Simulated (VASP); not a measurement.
# TePb (I4mm) in VASP: further runs, part 3 of 3

VASP 6.6.1. Earlier steps stand in the parts before.

## 4. Single point, PBE (all Pb atoms moved +0.188 Å, as atom 2 along Cartesian [0 0 1])

The input, INCAR:

```
SYSTEM = TePb
PREC = Accurate ; ENCUT = 520
EDIFF = 1E-7 ; ISMEAR = 0
SIGMA = 0.05 ; LREAL = .False.
LASPH = .True. ; NELM = 80
ALGO = Normal ; ISIF = 2
LWAVE = .False. ; LCHARG = .True.
GGA = PE ; LELF = .True.
LVHAR = .True. ; NBANDS = 17
```

The input, KPOINTS:

```
regular mesh
0
Gamma
  8 8 8
  0 0 0
```

The input, POSCAR:

```
TePb
1.0
    0.0000000000      3.2270000000      3.2270000000
    3.2270000000      0.0000000000      3.2270000000
    3.2270000000      3.2270000000      0.0000000000
Te Pb
1 1
Direct
    0.5000000000      0.5000000000      0.5000000000
    0.0290517509      0.0290517509     -0.0290517509
```

Potentials or basis: VASP PAW PBE potentials, release 64 (Te, Pb_d).

Launch:

```console
$ cat potpaw_PBE.64/Te/POTCAR potpaw_PBE.64/Pb_d/POTCAR > POTCAR
$ mpirun -np 1 vasp_std > vasp.out
```

OUTCAR:

```text
SYSTEM = TePb
   PREC = Accurate
   ENCUT = 520
   EDIFF = 1E-7
   ISMEAR = 0
   LREAL = .False.
   LASPH = .True.
   NELM = 80
   ISIF = 2
   GGA = PE

 ion  position               nearest neighbor table
   1  0.500  0.500  0.500-   2 3.04   2 3.23   2 3.23   2 3.23   2 3.23   2 3.41
   2  0.029  0.029  0.971-   1 3.04   1 3.23   1 3.23   1 3.23   1 3.23   1 3.41

  LATTYP: Found a face centered cubic cell.
 ALAT       =     6.4540000000

  Lattice vectors:

 A1 = (   0.0000000000,   3.2270000000,   3.2270000000)
 A2 = (   3.2270000000,   0.0000000000,   3.2270000000)
 A3 = (   3.2270000000,   3.2270000000,   0.0000000000)

Analysis of symmetry for initial positions (statically):
=====================================================================
 Subroutine PRICEL returns:
 Original cell was already a primitive cell.

 Routine SETGRP: Setting up the symmetry group for a
 face centered cubic supercell.

 Subroutine GETGRP returns: Found  8 space group operations
 (whereof  8 operations were pure point group operations)
 out of a pool of 48 trial point group operations.

The static configuration has the point symmetry C_4v.

Analysis of symmetry for dynamics (positions and initial velocities):
=====================================================================
 Subroutine PRICEL returns:
 Original cell was already a primitive cell.

 Routine SETGRP: Setting up the symmetry group for a
 face centered cubic supercell.

 Subroutine GETGRP returns: Found  8 space group operations
 (whereof  8 operations were pure point group operations)
 out of a pool of 48 trial point group operations.

The dynamic configuration has the point symmetry C_4v.

 Subroutine INISYM returns: Found  8 space group operations
 (whereof  8 operations are pure point group operations),
 and found     1 'primitive' translations

----------------------------------------------------------------------------------------

                                     Primitive cell

  volume of cell :      67.2089

  direct lattice vectors                    reciprocal lattice vectors
     0.000000000  3.227000000  3.227000000    -0.154942671  0.154942671  0.154942671
     3.227000000  0.000000000  3.227000000     0.154942671 -0.154942671  0.154942671
     3.227000000  3.227000000  0.000000000     0.154942671  0.154942671 -0.154942671

  length of vectors
     4.563667166  4.563667166  4.563667166     0.268368579  0.268368579  0.268368579

  position of ions in fractional coordinates (direct lattice)
     0.500000000  0.500000000  0.500000000
     0.029051751  0.029051751  0.970948249

  ion indices of the primitive-cell ions
   primitive index   ion index
                 1           1
                 2           2

----------------------------------------------------------------------------------------

 KPOINTS: regular mesh

Automatic generation of k-mesh.
 Grid dimensions read from file:
 generate k-points for:    8    8    8

 Generating k-lattice:

  Cartesian coordinates                     Fractional coordinates (reciprocal lattice)
    -0.019367834  0.019367834  0.019367834     0.125000000  0.000000000  0.000000000
     0.019367834 -0.019367834  0.019367834     0.000000000  0.125000000  0.000000000
     0.019367834  0.019367834 -0.019367834     0.000000000  0.000000000  0.125000000

  Length of vectors
     0.033546072  0.033546072  0.033546072

  Shift w.r.t. Gamma in fractional coordinates (k-lattice)
     0.000000000  0.000000000  0.000000000

 Subroutine IBZKPT returns following result:
 ===========================================

 Found     59 irreducible k-points:

 Following reciprocal coordinates:
            Coordinates               Weight
  0.000000  0.000000  0.000000      1.000000
  0.125000  0.000000  0.000000      8.000000
  0.250000  0.000000  0.000000      8.000000
  0.375000  0.000000  0.000000      8.000000
  0.500000  0.000000  0.000000      4.000000
  0.125000  0.125000  0.000000      2.000000
[... 16 lines left out ...]
  0.000000  0.375000  0.250000     16.000000
  0.500000  0.250000  0.000000      8.000000
 [... further k-points ...]
   k-points           NKPTS =     59   k-points in BZ     NKDIM =     59   number of bands    NBANDS=     17
   number of dos      NEDOS =    301   number of ions     NIONS =      2
   total plane-waves  NPLWV =  46656
   dimension x,y,z NGX =    36 NGY =   36 NGZ =   36
   dimension x,y,z NGXF=    72 NGYF=   72 NGZF=   72
   ions per type =               1   1
   NGX,Y,Z   is equivalent  to a cutoff of  13.11, 13.11, 13.11 a.u.
   NGXF,Y,Z  is equivalent  to a cutoff of  26.23, 26.23, 26.23 a.u.
 SYSTEM =  TePb
   PREC   = accura    normal or accurate (medium, high low for compatibility)
   ISTART =      0    job   : 0-new  1-cont  2-samecut
   ICHARG =      2    charge: 1-file 2-atom 10-const
   ISPIN  =      1    spin polarized calculation?
   LNONCOLLINEAR =      F non collinear calculations
   LSORBIT =      F    spin-orbit coupling
   LASPH  =      T    aspherical Exc in radial PAW
   ENCUT  =  520.0 eV  38.22 Ry    6.18 a.u.   8.49  8.49  8.49*2*pi/ulx,y,z
   NELM   =     80;   NELMIN=  2; NELMDL= -5     # of ELM steps
   EDIFF  = 0.1E-06   stopping-criterion for ELM
   LREAL  =      F    real-space projection
   EDIFFG = 0.1E-05   stopping-criterion for IOM
   NSW    =      0    number of steps for IOM
   IBRION =     -1    ionic relax: 0-MD 1-quasi-New 2-CG
   NFREE  =      0    steps in history (QN), initial steepest desc. (CG)
   ISIF   =      2    stress and relaxation
   ISYM   =      2    0-nonsym 1-usesym 2-fastsym
   POTIM  = 0.5000    time-step for ionic-motion
   TEBEG  =    0.0;   TEEND  =   0.0 temperature during run
   PSTRESS=    0.0 pullay stress
   NELECT =      20.0000    total number of electrons
   NUPDOWN=      -1.0000    fix difference up-down
   EMIN   =  10.00;   EMAX   =-10.00  energy-range for DOS
   EFERMI =   0.00;   METHOD = LEGACY
   ISMEAR =     0;   SIGMA  =   0.05  broadening in eV -4-tet -1-fermi 0-gaus
   EFERMI_NEDOS =   21; number of points for ismear=-14 and -15
   IALGO  =     38    algorithm
   IMIX   =      4    mixing-type and parameters
     AMIX     =   0.40;   BMIX     =  1.00
     AMIX_MAG =   1.60;   BMIX_MAG =  1.00
  volume/ion in A,a.u.               =      33.60       226.77
  Fermi-wavevector in a.u.,A,eV,Ry     =   1.092972  2.065418 16.253366  1.194589
  Thomas-Fermi vector in A             =   2.229249
   LORBIT       =      0    0 simple, 1 ext, 2 COOP (PROOUT), +10 PAW based schemes
   GGA     = PE    functional components
   LHFCALC =     F    Hartree Fock is set to
   AEXX    =    0.0000 exact exchange contribution
   IVDW    =     0    specifies the selected vdW correction
   LEPSILON=     F    determine dielectric tensor
   LRPA    =     F    only Hartree local field effects (RPA)
 non-spin polarized calculation
 Gauss-broadening in eV      SIGMA  =   0.05
  energy-cutoff  :      520.00
  volume of cell :       67.21
 maximum number of plane-waves:      1837
 NGX is ok and might be reduce to    36
   NGX = 17   NGY = 17   NGZ = 17

 number of electron      20.0000002 magnetization

 Free energy of the ion-electron system (eV)
  ---------------------------------------------------
  ext. energy  EPLUGINS =         0.00000000
  ---------------------------------------------------
  free energy    TOTEN  =        -7.48131808 eV

  energy without entropy =       -7.48131808  energy(sigma->0) =       -7.48131808

 E-fermi :   5.8134     XC(G=0):  -9.3096

 val. band max:        5.5981497634   @ k =   0.5000   0.0000   0.0000
 cond. band min:       6.5050144104   @ k =   0.5000   0.0000   0.0000
 fundamental gap:      0.9068646470
 Fermi energy:         5.8133566258

 k-point     1 :       0.0000    0.0000    0.0000
  band No.  band energies     occupation
      1     -11.0334      2.00000
      2     -11.0332      2.00000
      3     -11.0245      2.00000
      4     -11.0191      2.00000
      5     -11.0191      2.00000
      6      -6.4119      2.00000
[... 9 lines left out ...]
     16      11.6302      0.00000
     17      13.0165      0.00000

 k-point     2 :       0.1250    0.0000    0.0000
  band No.  band energies     occupation
      1     -11.0354      2.00000
      2     -11.0352      2.00000
      3     -11.0230      2.00000
      4     -11.0179      2.00000
      5     -11.0169      2.00000
      6      -6.2776      2.00000
[... 9 lines left out ...]
     16      11.8251      0.00000
     17      14.0557      0.00000
[... 421 lines left out ...]
 k-point    24 :       0.5000    0.2500    0.0000
  band No.  band energies     occupation
      1     -11.0736      2.00000
      2     -11.0342      2.00000
      3     -11.0246      2.00000
      4     -11.0019      2.00000
      5     -10.9976      2.00000
      6      -4.8570      2.00000
[... 9 lines left out ...]
     16      15.3182      0.00000
     17      16.1365      0.00000

 [... further k-points ...]
[... 5 lines left out ...]
  --------------------------------------------------------------------------------------
  -------------------------------------------------------------------------------------
  Total        0.9390634      0.9390634      1.5307598      0.0000000      0.0000000      0.0000000
  in kB       22.3861086     22.3861086     36.4914182      0.0000000      0.0000000      0.0000000
  external PRESSURE =      27.0878784 kB  Pullay stress =       0.0000000 kB

 VOLUME and BASIS-vectors are now :
 -----------------------------------------------------------------------------
  energy-cutoff  :      520.00
  volume of cell :       67.21
      direct lattice vectors                 reciprocal lattice vectors
     0.000000000  3.227000000  3.227000000    -0.154942671  0.154942671  0.154942671
     3.227000000  0.000000000  3.227000000     0.154942671 -0.154942671  0.154942671
     3.227000000  3.227000000  0.000000000     0.154942671  0.154942671 -0.154942671

 POSITION                                       TOTAL-FORCE (eV/Angst)
 -----------------------------------------------------------------------------------
      3.22700      3.22700      3.22700         0.000000      0.000000      0.225862
      3.22700      3.22700      0.18750         0.000000      0.000000     -0.225862
 -----------------------------------------------------------------------------------
    total drift:                               -0.000000     -0.000000      0.000111

  FREE ENERGIE OF THE ION-ELECTRON SYSTEM (eV)
  ---------------------------------------------------
  free  energy   TOTEN  =        -7.4813180772 eV

  energy  without entropy=       -7.4813180772  energy(sigma->0) =       -7.48131808
```

stdout:

```text
POSCAR found type information on POSCAR TePb
 POSCAR found :  2 types and       2 ions
 scaLAPACK will be used
 LDA part: xc-table for (Slater+PW92), standard interpolation
 POSCAR, INCAR and KPOINTS ok, starting setup
 FFT: planning ... GRIDC
 FFT: planning ... GRID_SOFT
 FFT: planning ... GRID
 WAVECAR not read
 entering main loop
```

Wall time 32 s (1 thread of Intel Xeon Platinum 8559C (Emerald Rapids), shared host); peak memory 0.24 GiB.

What came out:

```yaml
Free_energy: -7.4813 eV
Pressure: 2.7 GPa
Largest_force: 0.226 eV/Å
Band_gap_on_the_k_mesh: 0.91 eV, direct
```

Forces on the atoms (eV/Å):
```
Te   0.000  0.000  0.226
Pb   0.000  0.000 -0.226
```

Caveat: the cell differs from its parent crystal (all Pb atoms moved +0.188 Å, as atom 2 along Cartesian [0 0 1]); spin-orbit coupling is left out, which moves the levels of the heavy elements. A k mesh can miss the band edges.
